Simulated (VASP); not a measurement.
Runs of VASP 6.6.1 on AlN. The structure is that of space group P6_3mc (No. 186), or close to it. The cells are those of the table. 

```tsv
task	cell	k mesh	cutoff (eV)	smearing	gap on the mesh (eV)	pressure (GPa)	relaxed volume (Å³/atom)	largest force (eV/Å)
relaxation of cell and atoms	relaxed from a = 3.118, b = 3.118, c = 15.195 Å, angles 90.0, 90.0, 120.0°, 12 atoms	12 × 12 × 2	600	gaussian 0.02 eV	3.80	0.0	10.64	-
single point	a = 3.118, b = 3.118, c = 15.195 Å, angles 90.0, 90.0, 120.0°, 12 atoms	6 × 6 × 2	520	gaussian 0.1 eV	3.80	(a)	-	-
single point	a = 2.972, b = 2.972, c = 14.559 Å, angles 90.0, 90.0, 120.0°, 12 atoms	6 × 6 × 2	520	gaussian 0.1 eV	(b)	35.0	-	0.29
single point	a = 3.118, b = 3.118, c = 15.198 Å, angles 90.0, 90.0, 120.0°, 12 atoms	12 × 12 × 2	520	gaussian 0.02 eV	3.80	-0.3	-	-
relaxation of cell and atoms	relaxed from a = 2.972, b = 2.972, c = 14.559 Å, angles 90.0, 90.0, 120.0°, 12 atoms	6 × 6 × 2	600	gaussian 0.1 eV	3.80	-0.3	10.67	0.03
```

Alike in all rows: level PBE; potentials or basis VASP PAW PBE potentials, release 64 (Al, N); no spin polarisation.

Question: Fill in the values left out.

Answer: (a) -0.2; (b) 3.93.

A k mesh can miss the band edges.
